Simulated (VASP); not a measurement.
A run of VASP 6.6.1 is set up as follows.

The input INCAR:

```
SYSTEM = As
  PREC = Accurate
  ENCUT = 520
  EDIFF = 1E-6
  ISMEAR = -1
  SIGMA = 0.1
  LREAL = .False.
  LASPH = .True.
  NELM = 80
  ALGO = Normal
  ISIF = 2
  LWAVE = .False.
  LCHARG = .True.
  GGA = PS
  LELF = .True.
  LVHAR = .True.
  NBANDS = 8
```

File KPOINTS:

```
Automatic mesh
0
Gamma
  6 6 6
  0 0 0
```

POSCAR

```
As
1.0
    2.0127500000      1.1620620000      3.6123330000
   -2.0127500000      1.1620620000      3.6123330000
    0.0000000000     -2.3241240000      3.6123330000
As
1
Direct
    0.0000000000      0.0000000000      0.0000000000
```

Potentials or basis: VASP PAW PBE potentials, release 64 (As).

The run is started by

```console
$ cat potpaw_PBE.64/As/POTCAR > POTCAR
$ mpirun -np 1 vasp_std > vasp.out
```

Predict the pressure.

-9.0 GPa.

Stress tensor (GPa, compression positive):
```
-9.82  0.00  0.00
 0.00 -9.82  0.00
 0.00  0.00 -7.46
```

Caveat: the PAW data sets were made with another functional, which shifts forces and pressure a little.
